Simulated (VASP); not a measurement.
Wanted: the native input for a VASP 6.6.1 run.

| Property | Result |
| --- | --- |
| Task | electric field gradients |
| Functional | PBEsol |
| Potentials or basis | VASP PAW PBE potentials, release 64 (Hf_pv) |
| Cutoff | 520 eV |
| k mesh | 16 × 16 × 16 |
| Occupations | fermi-dirac, width 0.03 eV |
| Spin | no spin polarisation |
| Dipole correction | no |
| Further INCAR settings | ALGO = Normal; EDIFF = 1e-08; NBANDS = 11 |

The structure of Hf lies in POSCAR:

```
Hf
1.0
    0.0000000000      2.2635404658      2.2635404658
    2.2635404658      0.0000000000      2.2635404658
    2.2635404658      2.2635404658      0.0000000000
Hf
1
Direct
    0.0000000000      0.0000000000      0.0000000000
```

This isn't the form of Hf at room conditions, which is hcp.

One way to write it, as run:

INCAR

```
PREC = Accurate ; ENCUT = 520
EDIFF = 1E-8 ; ISMEAR = -1
SIGMA = 0.03 ; LREAL = False
LASPH = True ; NELM = 80
ALGO = Normal ; ISIF = 2
LWAVE = False ; LCHARG = False
GGA = PS ; LEFG = True
NBANDS = 11
```

KPOINTS

```
regular mesh
0
Gamma
  16 16 16
```

Potentials or basis: VASP PAW PBE potentials, release 64 (Hf_pv).

Launch:

```bash
$ cat potpaw_PBE.64/Hf_pv/POTCAR > POTCAR
$ mpirun -np 1 vasp_std > vasp.out
```

It gave:

```yaml
Pressure: -7.3 GPa
Band_gap_on_the_k_mesh: zero (bands 5 and 6 overlap by 1.75 eV)
Largest_electric_field_gradient_by_atom: under 0.05 V/Å² on every atom
```

Caveat: the cell stands under tension; the PAW data sets were made with another functional, which shifts forces and pressure a little; spin-orbit coupling is left out, which moves the levels of the heavy elements.

Run time: 36 s on 1 thread of Intel Xeon 8259CL (shared host), peak memory 0.16 GiB.
